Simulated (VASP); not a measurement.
# Li5Sc (Amm2) in VASP: single point with PBE

Aim: the single point of Li5Sc with PBE.

All numbers are computed with VASP 6.6.1; they aren't measurements. Logs are shortened: lines on timing, memory, paths and dates and some standing lists are left out, and cuts for length are marked.

## (1) The cell of the first run

The structure is orthorhombic, space group Amm2 (No. 38). Conventional cell: a = 4.960 Å, b = 9.326 Å, c = 5.269 Å, α = 90.00°, β = 90.00°, γ = 90.00°. Li (site symmetry m) has 9 Li at 2.99 to 3.13 Å and 3 Sc at 3.06 to 3.10 Å within 3.9 Å. Within 3.9 Å of Li (site symmetry mm2) lie 10 Li at 2.94 to 3.33 Å and 2 Sc at 3.15 Å. Li (site symmetry m) has 10 Li at 2.92 to 3.40 Å and 2 Sc at 3.14 Å within 3.9 Å. Within 4.3 Å of Sc (site symmetry mm2) lie 18 Li at 3.06 to 4.23 Å.

## (2) Single point, PBE, collinear spin

The input, INCAR:

```
SYSTEM = Li5Sc
ALGO = Normal ; EDIFF = 1E-6
ENCUT = 520 ; GGA = PE
ISIF = 2 ; ISMEAR = 0
ISPIN = 2 ; LASPH = .True.
LCHARG = .False. ; LMAXMIX = 4
LORBIT = 11 ; LREAL = .False.
LWAVE = .False. ; MAGMOM = 0 0 0 0 0 1
NBANDS = 26 ; NELM = 150
PREC = Accurate ; SIGMA = 0.1
```

The input, KPOINTS:

```
k-points
0
Gamma
  4 4 4
  0 0 0
```

The input, POSCAR:

```
Li5Sc
1.0
    4.9596209672      0.0000000000      0.0000000000
    0.0000000000      4.6629693430      2.6346881419
    0.0000000000     -4.6629693430      2.6346881419
Li Sc
5 1
Direct
    0.0000000000      0.3365030812      0.6719633124
    0.0000000000      0.6719633124      0.3365030812
    0.5000000000      0.6333925006      0.6333925006
    0.5000000000      0.3594281978      0.9952262955
    0.5000000000      0.9952262955      0.3594281978
    0.0000000000      0.0032532419      0.0032532419
```

Potentials or basis: VASP PAW PBE potentials, release 64 (Li_sv, Sc_sv).

Command:

```bash
$ cat potpaw_PBE.64/Li_sv/POTCAR potpaw_PBE.64/Sc_sv/POTCAR > POTCAR
$ mpirun -np 1 vasp_std > vasp.out
```

OUTCAR:

```text
SYSTEM = Li5Sc
   EDIFF = 1E-6
   ENCUT = 520
   GGA = PE
   ISIF = 2
   ISMEAR = 0
   ISPIN = 2
   LASPH = .True.
   LORBIT = 11
   LREAL = .False.
   NELM = 150
   PREC = Accurate

 ion  position               nearest neighbor table
   1  0.000  0.337  0.672-
   2  0.000  0.672  0.337-
   3  0.500  0.633  0.633-
   4  0.500  0.359  0.995-
   5  0.500  0.995  0.359-
   6  0.000  0.003  0.003-

  LATTYP: Found a base centered orthorhombic cell.
 ALAT       =     5.2693762838
 B/A-ratio  =     1.7698372983
 C/A-ratio  =     0.9412159429

  Lattice vectors:

 A1 = (   0.0000000000,   4.6629693430,   2.6346881419)
 A2 = (   0.0000000000,  -4.6629693430,   2.6346881419)
 A3 = (   4.9596209672,   0.0000000000,   0.0000000000)

Analysis of symmetry for initial positions (statically):
=====================================================================
 Subroutine PRICEL returns:
 Original cell was already a primitive cell.

 Routine SETGRP: Setting up the symmetry group for a
 base centered orthorhombic supercell.

 Subroutine GETGRP returns: Found  4 space group operations
 (whereof  4 operations were pure point group operations)
 out of a pool of  8 trial point group operations.

The static configuration has the point symmetry C_2v.

Analysis of symmetry for dynamics (positions and initial velocities):
=====================================================================
 Subroutine PRICEL returns:
 Original cell was already a primitive cell.

 Routine SETGRP: Setting up the symmetry group for a
 base centered orthorhombic supercell.

 Subroutine GETGRP returns: Found  4 space group operations
 (whereof  4 operations were pure point group operations)
 out of a pool of  8 trial point group operations.

The dynamic configuration has the point symmetry C_2v.

Analysis of structural, dynamic, and magnetic symmetry:
=====================================================================
 Subroutine PRICEL returns:
 Original cell was already a primitive cell.

 Routine SETGRP: Setting up the symmetry group for a
 base centered orthorhombic supercell.

 Subroutine GETGRP returns: Found  4 space group operations
 (whereof  4 operations were pure point group operations)
 out of a pool of  8 trial point group operations.

The overall configuration has the point symmetry C_2v.

 Subroutine INISYM returns: Found  4 space group operations
 (whereof  4 operations are pure point group operations),
 and found     1 'primitive' translations

----------------------------------------------------------------------------------------

                                     Primitive cell

  volume of cell :     121.8625

  direct lattice vectors                    reciprocal lattice vectors
     4.959620967  0.000000000  0.000000000     0.201628311  0.000000000  0.000000000
     0.000000000  4.662969343  2.634688142     0.000000000  0.107227812  0.189775781
     0.000000000 -4.662969343  2.634688142     0.000000000 -0.107227812  0.189775781

  length of vectors
     4.959620967  5.355825305  5.355825305     0.201628311  0.217973968  0.217973968

  position of ions in fractional coordinates (direct lattice)
     0.000000000  0.336503081  0.671963312
     0.000000000  0.671963312  0.336503081
     0.500000000  0.633392501  0.633392501
     0.500000000  0.359428198  0.995226295
     0.500000000  0.995226295  0.359428198
     0.000000000  0.003253242  0.003253242

  ion indices of the primitive-cell ions
   primitive index   ion index
                 1           1
                 2           2
                 3           3
                 4           4
                 5           5
                 6           6

----------------------------------------------------------------------------------------

 KPOINTS: k-points

Automatic generation of k-mesh.
 Grid dimensions read from file:
 generate k-points for:    4    4    4

 Generating k-lattice:

  Cartesian coordinates                     Fractional coordinates (reciprocal lattice)
     0.050407078  0.000000000  0.000000000     0.250000000  0.000000000  0.000000000
     0.000000000  0.026806953  0.047443945     0.000000000  0.250000000 -0.000000000
     0.000000000 -0.026806953  0.047443945     0.000000000 -0.000000000  0.250000000

  Length of vectors
     0.050407078  0.054493492  0.054493492

  Shift w.r.t. Gamma in fractional coordinates (k-lattice)
     0.000000000  0.000000000  0.000000000

 Subroutine IBZKPT returns following result:
 ===========================================

 Found     21 irreducible k-points:

 Following reciprocal coordinates:
            Coordinates               Weight
  0.000000  0.000000  0.000000      1.000000
  0.250000  0.000000  0.000000      2.000000
  0.500000  0.000000  0.000000      1.000000
  0.000000  0.250000  0.000000      4.000000
  0.250000  0.250000  0.000000      8.000000
  0.500000  0.250000  0.000000      4.000000
[... 13 lines left out ...]
  0.250000  0.500000  0.500000      2.000000
  0.500000  0.500000  0.500000      1.000000
   k-points           NKPTS =     21   k-points in BZ     NKDIM =     21   number of bands    NBANDS=     26
   number of dos      NEDOS =    301   number of ions     NIONS =      6
   total plane-waves  NPLWV =  64000
   dimension x,y,z NGX =    40 NGY =   40 NGZ =   40
   dimension x,y,z NGXF=    80 NGYF=   80 NGZF=   80
   ions per type =               5   1
   NGX,Y,Z   is equivalent  to a cutoff of  13.41, 12.42, 12.42 a.u.
   NGXF,Y,Z  is equivalent  to a cutoff of  26.82, 24.83, 24.83 a.u.
 SYSTEM =  Li5Sc
   PREC   = accura    normal or accurate (medium, high low for compatibility)
   ISTART =      0    job   : 0-new  1-cont  2-samecut
   ICHARG =      2    charge: 1-file 2-atom 10-const
   ISPIN  =      2    spin polarized calculation?
   LNONCOLLINEAR =      F non collinear calculations
   LSORBIT =      F    spin-orbit coupling
   LASPH  =      T    aspherical Exc in radial PAW
   ENCUT  =  520.0 eV  38.22 Ry    6.18 a.u.   9.22  9.96  9.96*2*pi/ulx,y,z
   NELM   =    150;   NELMIN=  2; NELMDL= -5     # of ELM steps
   EDIFF  = 0.1E-05   stopping-criterion for ELM
   LREAL  =      F    real-space projection
   EDIFFG = 0.1E-04   stopping-criterion for IOM
   NSW    =      0    number of steps for IOM
   IBRION =     -1    ionic relax: 0-MD 1-quasi-New 2-CG
   NFREE  =      0    steps in history (QN), initial steepest desc. (CG)
   ISIF   =      2    stress and relaxation
   ISYM   =      2    0-nonsym 1-usesym 2-fastsym
   POTIM  = 0.5000    time-step for ionic-motion
   TEBEG  =    0.0;   TEEND  =   0.0 temperature during run
   PSTRESS=    0.0 pullay stress
   NELECT =      26.0000    total number of electrons
   NUPDOWN=      -1.0000    fix difference up-down
   EMIN   =  10.00;   EMAX   =-10.00  energy-range for DOS
   EFERMI =   0.00;   METHOD = LEGACY
   ISMEAR =     0;   SIGMA  =   0.10  broadening in eV -4-tet -1-fermi 0-gaus
   EFERMI_NEDOS =   21; number of points for ismear=-14 and -15
   IALGO  =     38    algorithm
   IMIX   =      4    mixing-type and parameters
     AMIX     =   0.40;   BMIX     =  1.00
     AMIX_MAG =   1.60;   BMIX_MAG =  1.00
  volume/ion in A,a.u.               =      20.31       137.06
  Fermi-wavevector in a.u.,A,eV,Ry     =   0.978233  1.848593 13.019969  0.956941
  Thomas-Fermi vector in A             =   2.108993
   LORBIT       =     11    0 simple, 1 ext, 2 COOP (PROOUT), +10 PAW based schemes
   GGA     = PE    functional components
   LHFCALC =     F    Hartree Fock is set to
   AEXX    =    0.0000 exact exchange contribution
   IVDW    =     0    specifies the selected vdW correction
   LEPSILON=     F    determine dielectric tensor
   LRPA    =     F    only Hartree local field effects (RPA)
 spin polarized calculation
 Gauss-broadening in eV      SIGMA  =   0.10
  energy-cutoff  :      520.00
  volume of cell :      121.86
 maximum number of plane-waves:      3304
 NGX is ok and might be reduce to    40
   NGX = 19   NGY = 19   NGZ = 19

 number of electron      26.0000010 magnetization       0.0037019

 Free energy of the ion-electron system (eV)
  ---------------------------------------------------
  ext. energy  EPLUGINS =         0.00000000
  ---------------------------------------------------
  free energy    TOTEN  =       -14.88123485 eV

  energy without entropy =      -14.85513097  energy(sigma->0) =      -14.86818291

 E-fermi :   1.3039     XC(G=0):  -7.7412

 val. band max:        1.2778131399   @ k =   0.0000   0.0000   0.0000
 cond. band min:       1.3360271852   @ k =   0.0000   0.5000   0.5000
 fundamental gap:      0.0582140452
 Fermi energy:         1.3039203628

 spin component 1

 k-point     1 :       0.0000    0.0000    0.0000
  band No.  band energies     occupation
      1     -49.1396      1.00000
      2     -44.9242      1.00000
      3     -44.9113      1.00000
      4     -44.8930      1.00000
      5     -44.6021      1.00000
      6     -44.5934      1.00000
[... 17 lines left out ...]
     24       7.6952      0.00000
     25       7.9258      0.00000

 k-point     2 :       0.2500    0.0000    0.0000
  band No.  band energies     occupation
      1     -49.1396      1.00000
      2     -44.9241      1.00000
      3     -44.9113      1.00000
      4     -44.8930      1.00000
      5     -44.6023      1.00000
      6     -44.5934      1.00000
[... 17 lines left out ...]
     24       6.6660      0.00000
     25       6.7469      0.00000
[... 502 lines left out ...]
     24       7.7549      0.00000
     25       8.3033      0.00000

 k-point    21 :       0.5000    0.5000    0.5000
  band No.  band energies     occupation
      1     -49.1395      1.00000
      2     -44.9214      1.00000
      3     -44.9123      1.00000
      4     -44.8946      1.00000
      5     -44.6001      1.00000
      6     -44.5959      1.00000
[... 17 lines left out ...]
     24       8.9630      0.00000
     25       9.4109      0.00000
 Fermi energy:         1.3039203628

 spin component 2

 k-point     1 :       0.0000    0.0000    0.0000
  band No.  band energies     occupation
      1     -49.1382      1.00000
      2     -44.9242      1.00000
      3     -44.9113      1.00000
      4     -44.8929      1.00000
      5     -44.6021      1.00000
      6     -44.5934      1.00000
[... 17 lines left out ...]
     24       7.6956      0.00000
     25       7.8574      0.00000

 k-point     2 :       0.2500    0.0000    0.0000
  band No.  band energies     occupation
      1     -49.1382      1.00000
      2     -44.9241      1.00000
      3     -44.9113      1.00000
      4     -44.8929      1.00000
      5     -44.6022      1.00000
      6     -44.5934      1.00000
[... 17 lines left out ...]
     24       6.6666      0.00000
     25       6.7475      0.00000
[... 502 lines left out ...]
     24       7.7556      0.00000
     25       8.3039      0.00000

 k-point    21 :       0.5000    0.5000    0.5000
  band No.  band energies     occupation
      1     -49.1381      1.00000
      2     -44.9214      1.00000
      3     -44.9123      1.00000
      4     -44.8945      1.00000
      5     -44.6000      1.00000
      6     -44.5959      1.00000
[... 17 lines left out ...]
     24       8.9634      0.00000
     25       9.4119      0.00000
 [bands above 25 left out]

------------------------ aborting loop because EDIFF is reached ----------------------------------------

  FORCE on cell =-STRESS in cart. coord.  units (eV):
  Direction    XX          YY          ZZ          XY          YZ          ZX
  --------------------------------------------------------------------------------------
  -------------------------------------------------------------------------------------
  Total       -0.4365792     -0.0048880      0.1991069      0.0000000      0.0000000      0.0000000
  in kB       -5.7398867     -0.0642648      2.6177412      0.0000000      0.0000000      0.0000000
  external PRESSURE =      -1.0621367 kB  Pullay stress =       0.0000000 kB

 VOLUME and BASIS-vectors are now :
 -----------------------------------------------------------------------------
  energy-cutoff  :      520.00
  volume of cell :      121.86
      direct lattice vectors                 reciprocal lattice vectors
     4.959620967  0.000000000  0.000000000     0.201628311  0.000000000  0.000000000
     0.000000000  4.662969343  2.634688142     0.000000000  0.107227812  0.189775781
     0.000000000 -4.662969343  2.634688142     0.000000000 -0.107227812  0.189775781

 POSITION                                       TOTAL-FORCE (eV/Angst)
 -----------------------------------------------------------------------------------
      0.00000     -1.56424      2.65699         0.000000      0.000725     -0.003680
      0.00000      1.56424      2.65699         0.000000     -0.000725     -0.003680
      2.47981      0.00000      3.33758         0.000000     -0.000000      0.019526
      2.47981     -2.96471      3.56909         0.000000     -0.021865     -0.011286
      2.47981      2.96471      3.56909         0.000000      0.021865     -0.011286
      0.00000      0.00000      0.01714         0.000000     -0.000000      0.010406
 -----------------------------------------------------------------------------------
    total drift:                                0.000000      0.000000      0.001254

  FREE ENERGIE OF THE ION-ELECTRON SYSTEM (eV)
  ---------------------------------------------------
  free  energy   TOTEN  =       -14.8812348541 eV

  energy  without entropy=      -14.8551309698  energy(sigma->0) =      -14.86818291

 total charge

# of ion       s       p       d       tot
------------------------------------------
    1        2.042   0.052   0.000   2.094
    2        2.042   0.052   0.000   2.094
    3        2.032   0.048   0.000   2.080
    4        2.032   0.048   0.000   2.081
    5        2.032   0.048   0.000   2.081
    6        2.253   6.058   0.918   9.229
--------------------------------------------------
tot         12.433   6.307   0.918  19.658

 magnetization (x)

# of ion       s       p       d       tot
------------------------------------------
    1       -0.000   0.000   0.000   0.000
    2       -0.000   0.000   0.000   0.000
    3       -0.000   0.000   0.000   0.000
    4       -0.000   0.000   0.000   0.000
    5       -0.000   0.000   0.000   0.000
    6        0.000   0.000   0.001   0.001
--------------------------------------------------
tot          0.000   0.000   0.001   0.001
```

Wall time 71 s (1 thread of Intel Xeon 6975P-C (Granite Rapids), shared host); peak memory 0.33 GiB.

What came out:

```
Free energy                                           : -14.8812 eV
Largest force                                         : 0.025 eV/Å
Band gap on the k mesh                                : zero (filled and empty bands overlap)
Net moment                                            : 0.00 μB per cell
Valence electrons inside the program's atomic spheres : Li 2.09, 2.08 (each value once); Sc 9.23
```

Forces on the atoms (eV/Å):
```
Li   0.000  0.001 -0.004
Li   0.000 -0.001 -0.004
Li   0.000  0.000  0.020
Li   0.000 -0.022 -0.011
Li   0.000  0.022 -0.011
Sc   0.000  0.000  0.010
```

Caveat: the cutoff is under 1.25 times the usual one of these potentials, so pressure, stress and relaxed cells hold a basis-set (Pulay) error.

The gap in the log of VASP goes by the Fermi energy; the results here count the filled bands.